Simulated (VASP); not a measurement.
**AgCl: single point with PBE**

AgCl:

```
Ag Cl
1.0
     0.07327    2.80320    2.80320
     2.80320    0.07327    2.80320
     2.80320    2.80320    0.07327
Ag Cl
1 1
Cartesian
  0.0000 0.0000 0.0000
  2.8398 2.8398 2.8398
```

This cell differs from its parent crystal: epitaxial 111 strain -1.6%.

```
Program                : VASP 6.6.1
Task                   : single point
Functional             : PBE
Potentials or basis    : VASP PAW PBE potentials, release 64 (Ag, Cl)
Cutoff                 : 520 eV
k mesh                 : 8 × 8 × 8
Occupations            : fermi-dirac, width 0.02 eV
Spin                   : no spin polarisation
Dipole correction      : no
Further INCAR settings : ALGO = Normal; EDIFF = 1e-07; NBANDS = 16
```

The pressure is 1.8 GPa. The band gap on the k mesh is 0.87 eV, indirect (least direct gap 3.17 eV).

Stress tensor (GPa, compression positive):
```
 1.82 -0.14 -0.14
-0.14  1.82 -0.14
-0.14 -0.14  1.82
```

Levels at points of the mesh, in eV from the valence-band top:
```
           k point  band 5  band 6  band 7  band 8  band 9  band 10  band 11  band 12  band 13  band 14
(0.00, 0.00, 0.00)   -2.50   -2.45   -2.45   -2.32   -2.32     0.87    10.51    10.97    10.97    12.27
(0.50, 0.00, 0.00)   -2.16   -2.10   -1.79   -0.06    0.00     4.14     6.59     7.41     7.70    13.34
(0.50, 0.50, 0.00)   -2.84   -2.27   -2.01   -2.01   -1.92     2.34     7.99     8.59    11.43    11.63
(0.50, 0.50, 0.50)   -2.15   -2.15   -1.88   -0.07   -0.07     4.33     6.36     7.89     7.89    13.56
```

It took 33 s on 1 thread of Intel(R) Xeon(R) Platinum 8375C CPU @ 2.90GHz (Ice Lake), on a shared host, peak memory 0.19 GiB.

Caveat: the cell differs from its parent crystal (epitaxial 111 strain -1.6%). A k mesh can miss the band edges.
